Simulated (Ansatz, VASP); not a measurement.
## TiSiO in VASP and in Ansatz

Contents of POSCAR:

```
TiSiO
1.0
    3.4459807600      0.0000000000      0.0000000000
    0.0000000000      3.0591495900      0.0000000000
    0.0000000000      0.0000000000      7.3224810300
O Si Ti
2 2 2
Direct
    0.7500000000      0.7500000000      0.9446000000
    0.2500000000      0.2500000000      0.0554000000
    0.2500000000      0.2500000000      0.6680400000
    0.7500000000      0.7500000000      0.3319600000
    0.2500000000      0.7500000000      0.8806800000
    0.7500000000      0.2500000000      0.1193200000
```

INCAR.step1

```
PREC = Accurate
ENCUT = 520
ISMEAR = -1
SIGMA = 0.1
LREAL = F
LASPH = T
NELM = 100
NBANDS = 31
GGA = PE
ALGO = Normal
EDIFF = 1E-4
LWAVE = T
LCHARG = F
```

File INCAR.step2:

```
PREC = Accurate
ENCUT = 520
EDIFF = 1E-7
ISMEAR = -1
SIGMA = 0.1
LREAL = F
LASPH = T
NELM = 100
ALGO = Normal
ISIF = 2
LWAVE = F
LCHARG = T
METAGGA = R2SCAN
LMIXTAU = T
LELF = T
LVHAR = T
NBANDS = 31
ISTART = 1
```

Contents of KPOINTS:

```
Automatic mesh
0
Gamma
  10 11 5
```

Input for Ansatz:

```yaml
crystal:
  lattice:
    - [3.44598076, 0.0, 0.0]
    - [0.0, 3.05914959, 0.0]
    - [0.0, 0.0, 7.32248103]
  atoms:
    - { symbol: O, position: [0.75, 0.75, 0.9446] }
    - { symbol: O, position: [0.25, 0.25, 0.0554] }
    - { symbol: Si, position: [0.25, 0.25, 0.66804] }
    - { symbol: Si, position: [0.75, 0.75, 0.33196] }
    - { symbol: Ti, position: [0.25, 0.75, 0.88068] }
    - { symbol: Ti, position: [0.75, 0.25, 0.11932] }
  symmetry: { tolerance: 0.0003 }
kpoints:
  mp_grid: { grid: [10, 11, 5], shift: [0, 0, 0] }
  band_path:
    path:
      - [0.0, 0.0, 0.0]
      - [0.0, 0.5, 0.0]
      - [-0.5, 0.5, 0.0]
      - [-0.5, 0.0, 0.0]
      - [0.0, 0.0, 0.0]
      - [0.0, 0.0, 0.5]
      - [0.0, 0.5, 0.5]
      - [-0.5, 0.5, 0.5]
      - [-0.5, 0.0, 0.5]
      - [0.0, 0.0, 0.5]
      - [0.0, 0.5, 0.0]
    npoints: 6
magnetization:
  spin_polarized: false
scf:
  occupations: { method: fermi_dirac }
  lower_state_search: "off"
  max_iter: 200
hamiltonian:
  pseudopotentials: { kind: paw }
  xc: r2scan
basis:
  ecutwfc: 500
  fft_grid_basis: typed
output:
  forces: true
  stress: true
  eigenvalues: true
  bader: true
  populations: true
  elf: true
  write_potential: true
  volumetric_format: npy
  dos:
    e_range: [-12, 8]
    de: 0.05
    projected: { site_lists: { O: [O], Si: [Si], Ti: [Ti] } }
checkpoint:
  read: saved_state
```

Alike in both runs: task single point; functional r2SCAN; k mesh 10 × 11 × 5; no spin polarisation.

```csv
,VASP,Ansatz
version,VASP 6.6.1,Ansatz 0.2.0
potentials or method,"VASP PAW PBE potentials, release 64 (O, Si, Ti_sv), cutoff 520 eV",PAW plane waves
occupations,"fermi-dirac, width 0.1 eV",fermi-dirac
valence electrons in the cell,44,44
```

```csv
,VASP,Ansatz,Ansatz less VASP
rms of the force components (eV/Å),2.687,2.677,-0.0097
```

VASP's potentials were made for PBE, not for r2SCAN. Atom by atom the forces differ by 0.034 eV/Å (rms over components).
